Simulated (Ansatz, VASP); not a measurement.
BaTiO3: VASP beside Ansatz

```
Ba Ti O
1.0
     4.01049    0.00000    0.00000
     0.00000    2.85584    2.86465
     0.00000   -2.85584    2.86465
Ba Ti O
1 1 3
Direct
  0.00000 0.00000 0.00000
  0.50000 0.50790 0.50790
  0.00000 0.49210 0.49210
  0.50000 0.50251 0.99371
  0.50000 0.99371 0.50251
```

Change from the starting cell: volume scaled by 1.02, crystal datasets.

Alike in both runs: task electric field gradients; functional PBE; k mesh 8 × 8 × 8; occupations fermi-dirac, width 0.05 eV; no spin polarisation.

```csv
,VASP,Ansatz
version,VASP 6.6.1,Ansatz 0.2.0
potentials or method,"VASP PAW PBE potentials, release 64 (Ba_sv, Ti_sv, O), cutoff 520 eV","all-electron PAW with datasets made for the crystal, scalar-relativistic"
```

|  | VASP | Ansatz | Ansatz less VASP |
| --- | --- | --- | --- |
| pressure (GPa) | 0.3 | -1.3 | -1.63 |
| traceless stress, the component that is largest in VASP (GPa) | -0.66 | -0.65 | +0.016 |
| rms of the force components (eV/Å) | 0.108 | 0.114 | +0.0059 |
| size of Vzz on the site where it differs most (V/Å²) | 5.7 | 5.9 | +0.21 |

Atom by atom the forces differ by 0.008 eV/Å (rms over components). Ansatz ran all-electron here, and VASP with PAW potentials.

Neither program's run includes spin-orbit coupling.
